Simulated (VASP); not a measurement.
# Sr (I4/mmm) in VASP: notebook

Sr is run at these levels: PBEsol; tasks: single point.

Program: VASP 6.6.1. These are calculated values, not measurements. Logs are shortened: lines on timing, memory, paths and dates and some standing lists are left out, and cuts for length are marked.

### Step 1. The cell of the first run

The structure is tetragonal, space group I4/mmm (No. 139). Conventional cell: a = 4.850 Å, b = 4.850 Å, c = 5.396 Å, α = 90.00°, β = 90.00°, γ = 90.00°. Within 5.7 Å of Sr (site symmetry 4/mmm) lie 14 Sr at 4.36 to 5.40 Å.

### Step 2. Single point, PBEsol (strain +0.1125 x Voigt [0, 1, 0, 0, 0, 0])

Input file INCAR:

```
ALGO = Fast ; EDIFF = 1E-6
ENCUT = 520 ; GGA = PS
ISIF = 2 ; ISMEAR = 0
LASPH = T ; LCHARG = T
LELF = T ; LREAL = F
LVHAR = T ; LWAVE = F
NBANDS = 11 ; NELM = 100
PREC = Accurate ; SIGMA = 0.15
```

Input file KPOINTS:

```
k-points
0
Gamma
  14 14 14
```

Input file POSCAR:

```
Sr
1.0
   -2.4250000000      2.6978125000      2.4250000000
    2.4250000000     -2.6978125000      2.4250000000
    2.4250000000      2.6978125000     -2.4250000000
Sr
1
Direct
    0.0000000000      0.0000000000      0.0000000000
```

Potentials or basis: VASP PAW PBE potentials, release 64 (Sr_sv).

The run is started by

```bash
> cat potpaw_PBE.64/Sr_sv/POTCAR > POTCAR
> mpirun -np 1 vasp_std > vasp.out
```

OUTCAR:

```text
EDIFF = 1E-6
   ENCUT = 520
   GGA = PS
   ISIF = 2
   ISMEAR = 0
   LASPH = T
   LREAL = F
   NELM = 100
   PREC = Accurate

 ion  position               nearest neighbor table
   1  0.000  0.000  0.000-

  LATTYP: Found a body centered tetragonal cell.
 ALAT       =     4.8500000000
 C/A-ratio  =     1.1125000000

  Lattice vectors:

 A1 = (  -2.4250000000,  -2.6978125000,   2.4250000000)
 A2 = (   2.4250000000,  -2.6978125000,  -2.4250000000)
 A3 = (   2.4250000000,   2.6978125000,   2.4250000000)

Analysis of symmetry for initial positions (statically):
=====================================================================
 Subroutine PRICEL returns:
 Original cell was already a primitive cell.

 Routine SETGRP: Setting up the symmetry group for a
 body centered tetragonal supercell.

 Subroutine GETGRP returns: Found 16 space group operations
 (whereof 16 operations were pure point group operations)
 out of a pool of 16 trial point group operations.

The static configuration has the point symmetry D_4h.

Analysis of symmetry for dynamics (positions and initial velocities):
=====================================================================
 Subroutine PRICEL returns:
 Original cell was already a primitive cell.

 Routine SETGRP: Setting up the symmetry group for a
 body centered tetragonal supercell.

 Subroutine GETGRP returns: Found 16 space group operations
 (whereof 16 operations were pure point group operations)
 out of a pool of 16 trial point group operations.

The dynamic configuration has the point symmetry D_4h.

 Subroutine INISYM returns: Found 16 space group operations
 (whereof 16 operations are pure point group operations),
 and found     1 'primitive' translations

----------------------------------------------------------------------------------------

                                     Primitive cell

  volume of cell :      63.4593

  direct lattice vectors                    reciprocal lattice vectors
    -2.425000000  2.697812500  2.425000000     0.000000000  0.185335341  0.206185567
     2.425000000 -2.697812500  2.425000000     0.206185567  0.000000000  0.206185567
     2.425000000  2.697812500 -2.425000000     0.206185567  0.185335341  0.000000000

  length of vectors
     4.363420938  4.363420938  4.363420938     0.277239385  0.291590425  0.277239385

  position of ions in fractional coordinates (direct lattice)
     0.000000000  0.000000000  0.000000000

  ion indices of the primitive-cell ions
   primitive index   ion index
                 1           1

[... 81 lines left out ...]
   PSTRESS=    0.0 pullay stress
   NELECT =      10.0000    total number of electrons
   NUPDOWN=      -1.0000    fix difference up-down
   EMIN   =  10.00;   EMAX   =-10.00  energy-range for DOS
   EFERMI =   0.00;   METHOD = LEGACY
   ISMEAR =     0;   SIGMA  =   0.15  broadening in eV -4-tet -1-fermi 0-gaus
   EFERMI_NEDOS =   21; number of points for ismear=-14 and -15
   IALGO  =     68    algorithm
   IMIX   =      4    mixing-type and parameters
     AMIX     =   0.40;   BMIX     =  1.00
     AMIX_MAG =   1.60;   BMIX_MAG =  1.00
  volume/ion in A,a.u.               =      63.46       428.24
  Fermi-wavevector in a.u.,A,eV,Ry     =   0.884253  1.670995 10.638435  0.781903
  Thomas-Fermi vector in A             =   2.005128
   LORBIT       =      0    0 simple, 1 ext, 2 COOP (PROOUT), +10 PAW based schemes
   GGA     = PS    functional components
   LHFCALC =     F    Hartree Fock is set to
   AEXX    =    0.0000 exact exchange contribution
   IVDW    =     0    specifies the selected vdW correction
   LEPSILON=     F    determine dielectric tensor
   LRPA    =     F    only Hartree local field effects (RPA)
 non-spin polarized calculation
 RMM-DIIS sequential band-by-band and
 Gauss-broadening in eV      SIGMA  =   0.15
  energy-cutoff  :      520.00
  volume of cell :       63.46
 maximum number of plane-waves:      1730
   NGX = 17   NGY = 17   NGZ = 17

 number of electron      10.0000000 magnetization

 Free energy of the ion-electron system (eV)
  ---------------------------------------------------
  ext. energy  EPLUGINS =         0.00000000
  ---------------------------------------------------
  free energy    TOTEN  =        -1.76289661 eV

  energy without entropy =       -1.74615195  energy(sigma->0) =       -1.75452428

 E-fermi :   1.0514     XC(G=0):  -7.0027

 val. band max:        1.0477468949   @ k =   0.5000   0.5000   0.1429
 cond. band min:       1.0516338165   @ k =  -0.4286   0.5000   0.2857
 fundamental gap:      0.0038869217
 Fermi energy:         1.0514111327

 k-point     1 :       0.0000    0.0000    0.0000
  band No.  band energies     occupation
      1     -35.7963      2.00000
      2     -17.7134      2.00000
      3     -17.7134      2.00000
      4     -17.7078      2.00000
      5      -2.3860      2.00000
      6       3.1031      0.00000
      7       3.1031      0.00000
      8       3.5962      0.00000
      9       4.0273      0.00000
     10       4.6940      0.00000
     11       8.1513      0.00000
[... 309 lines left out ...]
 k-point    24 :       0.1429    0.1429    0.0000
  band No.  band energies     occupation
      1     -35.7924      2.00000
      2     -17.7696      2.00000
      3     -17.7277      2.00000
      4     -17.7191      2.00000
      5      -1.4812      2.00000
      6       2.3838      0.00000
      7       2.7347      0.00000
      8       3.8884      0.00000
      9       4.0790      0.00000
     10       4.6703      0.00000
     11       7.9243      0.00000

 [... further k-points ...]

------------------------ aborting loop because EDIFF is reached ----------------------------------------

  FORCE on cell =-STRESS in cart. coord.  units (eV):
  Direction    XX          YY          ZZ          XY          YZ          ZX
  --------------------------------------------------------------------------------------
  -------------------------------------------------------------------------------------
  Total       -0.7262025     -0.6726431     -0.7262025      0.0000000     -0.0000000      0.0000000
  in kB      -18.3346700    -16.9824369    -18.3346700      0.0000000     -0.0000000      0.0000000
  external PRESSURE =     -17.8839257 kB  Pullay stress =       0.0000000 kB

 VOLUME and BASIS-vectors are now :
 -----------------------------------------------------------------------------
  energy-cutoff  :      520.00
  volume of cell :       63.46
      direct lattice vectors                 reciprocal lattice vectors
    -2.425000000  2.697812500  2.425000000     0.000000000  0.185335341  0.206185567
     2.425000000 -2.697812500  2.425000000     0.206185567  0.000000000  0.206185567
     2.425000000  2.697812500 -2.425000000     0.206185567  0.185335341  0.000000000

 POSITION                                       TOTAL-FORCE (eV/Angst)
 -----------------------------------------------------------------------------------
      0.00000      0.00000      0.00000         0.000000     -0.000000      0.000000
 -----------------------------------------------------------------------------------
    total drift:                                0.000000      0.000000     -0.000000

  FREE ENERGIE OF THE ION-ELECTRON SYSTEM (eV)
  ---------------------------------------------------
  free  energy   TOTEN  =        -1.7628966150 eV

  energy  without entropy=       -1.7461519508  energy(sigma->0) =       -1.75452428
```

OSZICAR:

```text
N       E                     dE             d eps       ncg     rms          rms(c)
DAV:   1     0.368557034897E+02    0.36856E+02   -0.46534E+03  5368   0.768E+02
DAV:   2     0.764082959379E-01   -0.36779E+02   -0.36192E+02  6268   0.149E+02
DAV:   3    -0.168572146526E+01   -0.17621E+01   -0.17421E+01  8315   0.243E+01
DAV:   4    -0.175891256060E+01   -0.73191E-01   -0.72969E-01  7080   0.458E+00
DAV:   5    -0.176042194067E+01   -0.15094E-02   -0.15092E-02  7854   0.535E-01    0.105E+01
RMM:   6    -0.176181613605E+01   -0.13942E-02   -0.63356E-03  5701   0.933E-01    0.590E+00
RMM:   7    -0.176264620015E+01   -0.83006E-03   -0.12859E-02  6095   0.136E+00    0.271E-01
RMM:   8    -0.176279048043E+01   -0.14428E-03   -0.28912E-03  7414   0.383E-01    0.683E-02
RMM:   9    -0.176287168838E+01   -0.81208E-04   -0.56086E-04  8761   0.107E-01    0.502E-02
RMM:  10    -0.176289497663E+01   -0.23288E-04   -0.88878E-05  8262   0.579E-02    0.728E-02
RMM:  11    -0.176289570718E+01   -0.73055E-06   -0.51694E-05  8490   0.403E-02    0.677E-03
RMM:  12    -0.176289661499E+01   -0.90781E-06   -0.77715E-06  7588   0.118E-02
   1 F= -.17628966E+01 E0= -.17545243E+01  d E =-.167447E-01
```

stdout:

```text
POSCAR found type information on POSCAR Sr
 POSCAR found :  1 types and       1 ions
 scaLAPACK will be used
 -----------------------------------------------------------------------------
|                                                                             |
|                                                                             |
|     You enforced a specific xc type in the INCAR file but a different       |
|     I HOPE YOU KNOW WHAT YOU ARE DOING!                                     |
|                                                                             |
 -----------------------------------------------------------------------------

 LDA part: xc-table for (Slater+PW92), standard interpolation
 POSCAR, INCAR and KPOINTS ok, starting setup
 FFT: planning ... GRIDC
 FFT: planning ... GRID_SOFT
 FFT: planning ... GRID
 WAVECAR not read
 entering main loop
WARNING in EDDRMM: call to ZHEGV failed, returncode =   6  3      5
WARNING in EDDRMM: call to ZHEGV failed, returncode =   6  3      6
```

It took 42 s on 1 thread of Intel Xeon 6975P-C (Granite Rapids), shared host; peak memory 0.3 GiB.

Results:

```
Free energy            : -1.7629 eV
Pressure               : -1.8 GPa
Band gap on the k mesh : zero (bands 5 and 6 overlap by 0.18 eV)
```

Levels at points of the mesh, in eV from the Fermi level:
| k point | band 2 | band 3 | band 4 | band 5 | band 6 | band 7 | band 8 | band 9 |
| --- | --- | --- | --- | --- | --- | --- | --- | --- |
| (0.00, 0.00, 0.00) | -18.76 | -18.76 | -18.76 | -3.44 | 2.05 | 2.05 | 2.54 | 2.98 |
| (0.50, 0.00, 0.00) | -18.88 | -18.80 | -18.76 | -1.01 | -0.01 | 1.40 | 2.81 | 3.80 |
| (0.00, 0.50, 0.00) | -18.88 | -18.81 | -18.77 | -0.80 | 0.26 | 0.84 | 3.51 | 3.98 |
| (0.50, 0.50, 0.50) | -18.86 | -18.84 | -18.84 | -0.09 | 0.13 | 2.25 | 3.53 | 3.53 |

Caveat: the cell differs from its parent crystal (strain +0.1125 x Voigt [0, 1, 0, 0, 0, 0]); the PAW data sets were made with another functional, which shifts forces and pressure a little.

### Step 3. Single point, PBEsol (strain +0.1312 x Voigt [0, 1, 0, 0, 0, 0])

Input file INCAR:

```
SYSTEM = Sr
PREC = Accurate ; ENCUT = 520
EDIFF = 1E-6 ; ISMEAR = 0
SIGMA = 0.15 ; LREAL = .FALSE.
LASPH = .TRUE. ; NELM = 100
ALGO = Fast ; ISIF = 2
LWAVE = .FALSE. ; LCHARG = .TRUE.
GGA = PS ; LELF = .TRUE.
LVHAR = .TRUE. ; NBANDS = 11
```

Input file KPOINTS:

```
Automatic mesh
0
G
  14 14 14
  0 0 0
```

Input file POSCAR:

```
Sr
1.0
   -2.4250000000      2.7431600000      2.4250000000
    2.4250000000     -2.7431600000      2.4250000000
    2.4250000000      2.7431600000     -2.4250000000
Sr
1
Direct
    0.0000000000      0.0000000000      0.0000000000
```

Potentials or basis: VASP PAW PBE potentials, release 64 (Sr_sv).

The run is started by

```bash
> cat potpaw_PBE.64/Sr_sv/POTCAR > POTCAR
> mpirun -np 1 vasp_std > vasp.out
```

Run time: 64 s. Hardware: 1 thread of Intel Xeon 6975P-C (Granite Rapids), shared host; peak memory 0.33 GiB.

The run converged. Its results:

```
Free energy            : -1.7514 eV
Pressure               : -1.9 GPa
Band gap on the k mesh : zero (bands 5 and 6 overlap by 0.20 eV)
```

Stress tensor (GPa, compression positive):
```
-1.93  0.00  0.00
 0.00 -1.77  0.00
 0.00  0.00 -1.93
```

Levels at points of the mesh, in eV from the Fermi level:
| k point | band 2 | band 3 | band 4 | band 5 | band 6 | band 7 | band 8 | band 9 |
| --- | --- | --- | --- | --- | --- | --- | --- | --- |
| (0.00, 0.00, 0.00) | -18.80 | -18.80 | -18.79 | -3.41 | 2.03 | 2.03 | 2.58 | 2.89 |
| (0.50, 0.00, 0.00) | -18.91 | -18.83 | -18.79 | -1.01 | -0.03 | 1.44 | 2.73 | 3.78 |
| (0.00, 0.50, 0.00) | -18.90 | -18.84 | -18.81 | -0.76 | 0.27 | 0.80 | 3.52 | 3.96 |
| (0.50, 0.50, 0.50) | -18.89 | -18.87 | -18.87 | -0.09 | 0.17 | 2.09 | 3.55 | 3.55 |

Caveat: the cell differs from its parent crystal (strain +0.1312 x Voigt [0, 1, 0, 0, 0, 0]); the PAW data sets were made with another functional, which shifts forces and pressure a little.

(Continued in part 2 of 2.)
